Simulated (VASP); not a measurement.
# Sb (P6_3/mmc) in VASP: notebook, part 2 of 2

VASP 6.6.1.

**3. Relaxation of cell and atoms, r2SCAN, target pressure 5 GPa, at which the enthalpy is minimised**

File POSCAR:

```
Sb
1.0
    3.5000000000      0.0000000000      0.0000000000
   -1.7500000000      3.0310889132      0.0000000000
    0.0000000000      0.0000000000      5.7155000000
Sb
2
Direct
    0.3333333333      0.6666666667      0.2500000000
    0.6666666667      0.3333333333      0.7500000000
```

File INCAR.step1:

```
SYSTEM = Sb
  PREC = Accurate
  ENCUT = 600
  ISMEAR = 0
  SIGMA = 0.1
  LREAL = .False.
  LASPH = .True.
  NELM = 60
  GGA = PE
  ALGO = Normal
  EDIFF = 1E-4
  LWAVE = .True.
  LCHARG = .False.
```

File INCAR.step2:

```
SYSTEM = Sb
  PREC = Accurate
  ENCUT = 600
  EDIFF = 1E-6
  ISMEAR = 0
  SIGMA = 0.1
  LREAL = .False.
  LASPH = .True.
  NELM = 60
  ALGO = Normal
  ISIF = 3
  LWAVE = .False.
  LCHARG = .False.
  METAGGA = R2SCAN
  LMIXTAU = .True.
  IBRION = 2
  NSW = 80
  EDIFFG = -0.02
  PSTRESS = 50.0
  ISTART = 1
```

File KPOINTS:

```
regular mesh
0
Gamma
  7 7 4
  0 0 0
```

Potentials or basis: VASP PAW PBE potentials, release 64 (Sb).

Command:

```sh
> cat potpaw_PBE.64/Sb/POTCAR > POTCAR
> cp INCAR.step1 INCAR
> mpirun -np 1 vasp_std > vasp.out
> cp INCAR.step2 INCAR
> mpirun -np 1 vasp_std > vasp.out
```

OUTCAR:

```text
SYSTEM = Sb
   PREC = Accurate
   ENCUT = 600
   EDIFF = 1E-6
   ISMEAR = 0
   LREAL = .False.
   LASPH = .True.
   NELM = 60
   ISIF = 3
   METAGGA = R2SCAN
   IBRION = 2
   NSW = 80
   EDIFFG = -0.02
   PSTRESS = 50.0
   ISTART = 1

 ion  position               nearest neighbor table
   1  0.333  0.667  0.250-   2 3.50   2 3.50   2 3.50   2 3.50   2 3.50   2 3.50
   2  0.667  0.333  0.750-   1 3.50   1 3.50   1 3.50   1 3.50   1 3.50   1 3.50

  LATTYP: Found a hexagonal cell.
 ALAT       =     3.5000000000
 C/A-ratio  =     1.6330000000

  Lattice vectors:

 A1 = (   3.5000000000,   0.0000000000,   0.0000000000)
 A2 = (  -1.7500000000,   3.0310889132,   0.0000000000)
 A3 = (   0.0000000000,   0.0000000000,   5.7155000000)

Analysis of symmetry for initial positions (statically):
=====================================================================
 Subroutine PRICEL returns:
 Original cell was already a primitive cell.

 Routine SETGRP: Setting up the symmetry group for a
 hexagonal supercell.

 Subroutine GETGRP returns: Found 24 space group operations
 (whereof 12 operations were pure point group operations)
 out of a pool of 24 trial point group operations.

The static configuration has the point symmetry D_3d.
 The point group associated with its full space group is D_6h.

Analysis of symmetry for dynamics (positions and initial velocities):
=====================================================================
 Subroutine PRICEL returns:
 Original cell was already a primitive cell.

 Routine SETGRP: Setting up the symmetry group for a
 hexagonal supercell.

 Subroutine GETGRP returns: Found 24 space group operations
 (whereof 12 operations were pure point group operations)
 out of a pool of 24 trial point group operations.

The dynamic configuration has the point symmetry D_3d.
 The point group associated with its full space group is D_6h.

 Subroutine INISYM returns: Found 24 space group operations
 (whereof 12 operations are pure point group operations),
 and found     1 'primitive' translations

----------------------------------------------------------------------------------------

                                     Primitive cell
[... 119 lines left out ...]
   LEPSILON=     F    determine dielectric tensor
   LRPA    =     F    only Hartree local field effects (RPA)
 conjugate gradient relaxation of ions
 non-spin polarized calculation
 Gauss-broadening in eV      SIGMA  =   0.10
  energy-cutoff  :      600.00
  volume of cell :       60.63
 maximum number of plane-waves:      2036
 NGX is ok and might be reduce to    28
   NGX = 13   NGY = 13   NGZ = 23

--------------------------------------- Ionic step        1  -------------------------------------------

 number of electron      10.0000000 magnetization

 Free energy of the ion-electron system (eV)
  ---------------------------------------------------
  ext. energy  EPLUGINS =         0.00000000
  ---------------------------------------------------
  free energy    TOTEN  =       -50.42960349 eV

  energy without entropy =      -50.41893104  energy(sigma->0) =      -50.42426727

------------------------ aborting loop because EDIFF is reached ----------------------------------------

  FORCE on cell =-STRESS in cart. coord.  units (eV):
  Direction    XX          YY          ZZ          XY          YZ          ZX
  --------------------------------------------------------------------------------------
  -------------------------------------------------------------------------------------
  Total       -1.9663421     -1.9663421     -2.3365633      0.0000000      0.0000000     -0.0000000
  in kB      -51.9575568    -51.9575568    -61.7400804      0.0000000      0.0000000     -0.0000000
  external PRESSURE =    -105.2183980 kB  Pullay stress =      50.0000000 kB
[... 25 lines left out ...]
--------------------------------------- Ionic step        2  -------------------------------------------

 number of electron      10.0000000 magnetization

 E-fermi :  11.0221     XC(G=0): -11.7303

 val. band max:       10.8517811862   @ k =   0.1429   0.1429   0.0000
 cond. band min:      11.1343070748   @ k =   0.2857   0.2857   0.0000
 fundamental gap:      0.2825258886
 Fermi energy:        11.0220851321

 k-point     1 :       0.0000    0.0000    0.0000
  band No.  band energies     occupation
      1      -4.1591      2.00000
      2       1.1722      2.00000
      3       3.6263      2.00000
      4      15.7054      0.00000
      5      15.7054      0.00000
      6      17.8908      0.00000
      7      17.8908      0.00000
      8      18.6800      0.00000
      9      20.1270      0.00000
[... 425 lines left out ...]
--------------------------------------- Ionic step        6  -------------------------------------------

 number of electron      10.0000000 magnetization

 Free energy of the ion-electron system (eV)
  ---------------------------------------------------
  ext. energy  EPLUGINS =         0.00000000
  ---------------------------------------------------
  free energy    TOTEN  =       -50.50206354 eV

  energy without entropy =      -50.49672128  energy(sigma->0) =      -50.49939241

 E-fermi :   9.2010     XC(G=0): -11.1383

 val. band max:        9.1578131103   @ k =   0.4286   0.1429   0.0000
 cond. band min:       9.2720565052   @ k =   0.2857   0.1429   0.0000
 fundamental gap:      0.1142433949
 Fermi energy:         9.2009983341

 k-point     1 :       0.0000    0.0000    0.0000
  band No.  band energies     occupation
      1      -4.7940      2.00000
      2      -0.2353      2.00000
      3       2.7611      2.00000
      4      13.2507      0.00000
      5      13.2507      0.00000
      6      15.1957      0.00000
      7      15.1957      0.00000
      8      15.8215      0.00000
      9      17.7547      0.00000
[... 307 lines left out ...]
  energy  without entropy=      -50.4967212792  energy(sigma->0) =      -50.49939241

  enthalpy is  TOTEN    =       -48.9260793582 eV   P V=        1.5759841770

 reached required accuracy - stopping structural energy minimisation
```

OUTCAR.step1:

```text
SYSTEM = Sb
   PREC = Accurate
   ENCUT = 600
   ISMEAR = 0
   LREAL = .False.
   LASPH = .True.
[... 510 lines left out ...]
     -0.00000      2.02073      1.42887         0.000000      0.000000      0.000000
      1.75000      1.01036      4.28662        -0.000000     -0.000000      0.000000
 -----------------------------------------------------------------------------------
    total drift:                               -0.000000      0.000000      0.000000

  FREE ENERGIE OF THE ION-ELECTRON SYSTEM (eV)
  ---------------------------------------------------
  free  energy   TOTEN  =        -7.6250380123 eV

  energy  without entropy=       -7.6127233090  energy(sigma->0) =       -7.61888066
```

Run time: 3 min. Hardware: 1 thread of Intel Xeon Platinum 8124M at 3.00GHz (Skylake/Cascade Lake), shared host; peak memory 0.21 GiB.

What came out:

```yaml
Free_energy: -50.5021 eV
Relaxed_volume: 25.25 Å³/atom
Relaxed_cell: a = 3.307 Å, b = 3.307 Å, c = 5.332 Å, α = 90.00°, β = 90.00°, γ = 120.00°
Space_group_after_relaxing_to_0.05_Å: P6_3/mmc (No. 194)
Energy_change_on_relaxing_the_enthalpy_is_what_falls: -36.2 meV/atom
Ionic_steps: 6
Pressure_after_relaxing: 5.1 GPa
Band_gap_on_the_k_mesh: zero (band 5 reaches 14.23 eV, above the bottom of band 6 at 6.33 eV)
```

The path:
```csv
step,energy change (eV),largest force (eV/Å),pressure (GPa),volume (Å³)
1,0.0000,0.0000,-5.52,60.63
2,0.3232,0.0000,18.55,44.79
3,-0.0774,0.0000,4.79,50.68
4,-0.0717,0.0000,5.10,50.49
5,-0.0724,0.0000,5.07,50.50
6,-0.0725,0.0000,5.07,50.50
```

Final structure:
```yaml
crystal:
  lattice:
    - [3.30715, 0.00000, 0.00000]
    - [-1.65358, 2.86408, 0.00000]
    - [0.00000, 0.00000, 5.33155]
  atoms:
    - { symbol: Sb, position: [0.33333, 0.66667, 0.25000] }
    - { symbol: Sb, position: [0.66667, 0.33333, 0.75000] }
```

Levels at points of the mesh, in eV from the Fermi level:
```tsv
k point	band 3	band 4	band 5	band 6	band 7	band 8
(0.00, 0.00, 0.00)	-6.44	4.05	4.05	5.99	5.99	6.62
(0.00, 0.00, 0.50)	-0.50	-0.50	5.02	5.02	5.02	5.02
```

Caveat: the cell is relaxed towards a set pressure, so the enthalpy falls and the energy may rise; the volume moved by over 15 % at a fixed basis, so the end points are rough; the PAW data sets were made with another functional, which shifts forces and pressure a little; spin-orbit coupling is left out, which moves the levels of the heavy elements.
